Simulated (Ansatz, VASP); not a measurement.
Na: VASP beside Ansatz

The input INCAR:

```
ALGO     = Normal         # electronic algorithm
EDIFF    = 1E-6           # SCF threshold, eV
ENCUT    = 520            # plane-wave cutoff, eV
GGA      = CA             # functional
ISIF     = 2              # what is computed and relaxed
ISMEAR   = -1             # smearing method
LASPH    = True           # aspherical terms in the spheres
LCHARG   = False          # write CHGCAR
LREAL    = False          # projectors in reciprocal space
LWAVE    = False          # write WAVECAR
NBANDS   = 10             # bands
NELM     = 100            # most SCF steps
PREC     = Accurate       # precision mode
SIGMA    = 0.05           # smearing width, eV
```

Contents of KPOINTS:

```
k-points
0
Gamma
  9 9 9
```

The input POSCAR:

```
Na
1.0
   -2.1266304395      2.1266304395      2.1266304395
    2.1266304395     -2.1266304395      2.1266304395
    2.1266304395      2.1266304395     -2.1266304395
Na
1
Direct
    0.0000000000      0.0000000000      0.0000000000
```

File input.yaml:

```yaml
crystal:
  lattice:
    - [-2.1266304395, 2.1266304395, 2.1266304395]
    - [2.1266304395, -2.1266304395, 2.1266304395]
    - [2.1266304395, 2.1266304395, -2.1266304395]
  atoms:
    - { symbol: Na, position: [0.0, 0.0, 0.0] }
hamiltonian:
  xc: lda
  pseudopotentials: { kind: paw }
kpoints:
  mp_grid: { grid: [9, 9, 9] }
scf:
  occupations: { method: fermi_dirac, width: 0.05 }
output:
  forces: true
  stress: true
  eigenvalues: true
```

Alike in both runs: task single point; functional LDA; k mesh 9 × 9 × 9; occupations fermi-dirac, width 0.05 eV; no spin polarisation.

|  | VASP | Ansatz |
| --- | --- | --- |
| version | VASP 6.6.1 | Ansatz 0.2.0 |
| potentials or method | VASP PAW LDA potentials, release 64 (Na_pv) | Ansatz PAW |
| plane-wave cutoff (eV) | 520 | 420 |
| valence electrons in the cell | 7 | 9 |

```csv
,VASP,Ansatz,Ansatz less VASP
gap on the k mesh at the Fermi level (eV),none,none,-
pressure (GPa),-1.0,-1.0,+0.02
```

LDA's correlation is that of Perdew and Zunger in VASP and of Perdew and Wang (1992) in Ansatz. A gap of «none» marks a metal or a gap that the smearing closes. VASP's potentials hold 7 valence electrons a cell and Ansatz's 9, so a difference there can come from the potentials and not from the codes.
